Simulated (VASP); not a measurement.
Crystal: CdSe.

```xyz
4
Lattice="4.3840 0.0000 0.0000 -2.1920 3.7967 0.0000 0.0000 0.0000 7.1556" Properties=species:S:1:pos:R:3 pbc="T T T"
Cd    0.0000    2.5311   -0.0020
Cd    2.1920    1.2656    3.5758
Se    0.0000    2.5311    2.6854
Se    2.1920    1.2656    6.2632
```

```yaml
Program: VASP 6.6.1
Task: relaxation of cell and atoms
Functional: r2SCAN
Potentials_or_basis: VASP PAW PBE potentials, release 64 (Cd, Se)
Cutoff: 600 eV
k_mesh: 6 × 6 × 4
Occupations: fermi-dirac, width 0.02 eV
Spin: no spin polarisation
```

At the start: pressure -1.3 GPa; volume 29.78 Å³/atom.

Task: Where does the relaxation end?

Result: Over 3 steps the energy falls by 3.4 meV/atom and the volume is 28.97 Å³/atom (-2.7 %); space group P6_3mc (No. 186, to 0.1 Å) before and after.

The path:
```tsv
step	energy change (eV)	largest force (eV/Å)	pressure (GPa)	volume (Å³)
1	0.0000	0.0065	-1.32	119.10
2	-0.0123	0.0021	0.44	114.92
3	-0.0136	0.0034	0.00	115.89
```

Final structure:
```
Cd Se
1.0
     4.34449    0.00000    0.00000
    -2.17224    3.76244    0.00000
     0.00000    0.00000    7.08975
Cd Se
2 2
Direct
  0.33333 0.66667 0.99969
  0.66667 0.33333 0.49969
  0.33333 0.66667 0.37531
  0.66667 0.33333 0.87531
```

Caveat: the PAW data sets were made with another functional, which shifts forces and pressure a little.
